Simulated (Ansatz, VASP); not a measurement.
Ba2LiB6Os in VASP and in Ansatz

```xyz
10
Lattice="0.0000 3.9807 3.9807 3.9807 0.0000 3.9807 3.9807 3.9807 0.0000" Properties=species:S:1:pos:R:3 pbc="T T T"
Li    3.9807    3.9807    3.9807
Ba    1.9904    1.9904    1.9904
Ba    5.9711    5.9711    5.9711
Os    0.0000    0.0000    0.0000
B     1.8550    3.9807    3.9807
B     3.9807    1.8550    3.9807
B     6.1064    3.9807    3.9807
B     3.9807    6.1064    3.9807
B     3.9807    3.9807    1.8550
B     3.9807    3.9807    6.1064
```

Alike in both runs: task single point; functional r2SCAN; k mesh 4 × 4 × 4; occupations gaussian, width 0.1688 eV; no spin polarisation.

|  | VASP | Ansatz |
| --- | --- | --- |
| version | VASP 6.6.1 | Ansatz 0.2.0 |
| potentials or method | VASP PAW PBE potentials, release 64 (Li_sv, Ba_sv, Os, B), cutoff 520 eV | PAW plane waves |
| valence electrons in the cell | 49 | 57 |

|  | VASP | Ansatz | Ansatz less VASP |
| --- | --- | --- | --- |
| gap on the k mesh at the Fermi level (eV) | none | none | - |
| rms of the force components (eV/Å) | 2.386 | 2.257 | -0.1290 |

VASP's potentials were made for PBE, not for r2SCAN. Atom by atom the forces differ by 0.129 eV/Å (rms over components). A gap of «none» marks a metal or a gap that the smearing closes. VASP's potentials hold 49 valence electrons a cell and Ansatz's 57, so a difference there can come from the potentials and not from the codes.

Neither program's run includes spin-orbit coupling. Noted on VASP's run: the cutoff is short for stress, so the pressure is rough.
